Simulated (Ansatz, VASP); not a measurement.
**One calculation of SnSe, two programs**

INCAR

```
SYSTEM = SnSe
PREC = Accurate
ENCUT = 600
EDIFF = 1E-7
ISMEAR = -1
SIGMA = 0.05
LREAL = .False.
LASPH = .True.
NELM = 60
ALGO = Normal
ISIF = 3
LWAVE = .False.
LCHARG = .False.
GGA = PS
IVDW = 12
IBRION = 2
NSW = 60
EDIFFG = -0.01
```

The input KPOINTS:

```
regular mesh
0
Gamma
  8 8 8
  0 0 0
```

POSCAR

```
SnSe
1.0
    0.0000000000      3.0100000000      3.0100000000
    3.0100000000      0.0000000000      3.0100000000
    3.0100000000      3.0100000000      0.0000000000
Sn Se
1 1
Direct
    0.0000000000      0.0000000000      0.0000000000
    0.5000000000      0.5000000000      0.5000000000
```

Contents of input.yaml:

```yaml
crystal:
  lattice:
    - [0.0, 3.01, 3.01]
    - [3.01, 0.0, 3.01]
    - [3.01, 3.01, 0.0]
  atoms:
    - { symbol: Sn, position: [0.0, 0.0, 0.0] }
    - { symbol: Se, position: [0.5, 0.5, 0.5] }
hamiltonian:
  xc: pbesol
  pseudopotentials: { kind: paw }
  dispersion: d3bj
kpoints:
  mp_grid: { grid: [8, 8, 8] }
scf:
  occupations: { method: fermi_dirac, width: 0.05 }
output:
  forces: true
  stress: true
relax:
  f_tol: 0.01
  max_steps: 40
  cell: { stress_tol: 0.05 }
```

Alike in both runs: task relaxation of cell and atoms; functional PBEsol; dispersion D3(BJ); k mesh 8 × 8 × 8; occupations fermi-dirac, width 0.05 eV; no spin polarisation.

```csv
,VASP,Ansatz
version,VASP 6.6.1,Ansatz 0.2.0
potentials or method,"VASP PAW PBE potentials, release 64 (Sn_d, Se)",Ansatz PAW
plane-wave cutoff (eV),600,420
valence electrons in the cell,20,30
```

Ansatz gave:

* relaxed volume (Å³/atom): 25.31
* relaxed length of the cell vector where the two differ most in proportion (Å): 4.152

Question: Estimate VASP's values.

Answer: Relaxed volume (Å³/atom): 25.33; relaxed length of the cell vector where the two differ most in proportion (Å): 4.153.

VASP's potentials were made for PBE, not for PBEsol. VASP's potentials hold 20 valence electrons a cell and Ansatz's 30, so a difference there can come from the potentials and not from the codes.

Noted on Ansatz's run: the plane-wave basis is chosen anew once the cell has moved, so the energies of steps on either side of that aren't comparable.
